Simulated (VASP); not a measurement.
Crystal: BeS (zincblende type).

```
CELL_PARAMETERS angstrom
0.00000 2.36117 2.36117
2.36117 0.00000 2.36117
2.36117 2.36117 0.00000
ATOMIC_POSITIONS crystal
Be 0.00000 0.00000 0.00000
S 0.25000 0.25000 0.25000
```

```yaml
Program: VASP 6.6.1
Task: relaxation of cell and atoms
Functional: r2SCAN
Potentials_or_basis: VASP PAW PBE potentials, release 64 (Be, S)
Cutoff: 600 eV
k_mesh: 15 × 15 × 15
Occupations: tetrahedron
Spin: no spin polarisation
```

At the start: pressure 10.9 GPa; volume 13.16 Å³/atom.

Where does the relaxation end?

Over 3 steps the energy falls by 41.2 meV/atom and the volume is 14.46 Å³/atom (+9.9 %); space group F-43m (No. 216, to 0.05 Å).

Step by step:
| step | energy change (eV) | largest force (eV/Å) | pressure (GPa) | volume (Å³) |
| --- | --- | --- | --- | --- |
| 1 | 0.0000 | 0.0000 | 10.91 | 26.33 |
| 2 | -0.0732 | 0.0000 | -2.98 | 29.89 |
| 3 | -0.0823 | 0.0000 | 0.05 | 28.92 |

Final structure:
```xyz
2
Lattice="0.0000 2.4364 2.4364 2.4364 0.0000 2.4364 2.4364 2.4364 0.0000" Properties=species:S:1:pos:R:3 pbc="T T T"
Be    0.0000    0.0000    0.0000
S     1.2182    1.2182    1.2182
```

Caveat: the PAW data sets were made with another functional, which shifts forces and pressure a little.
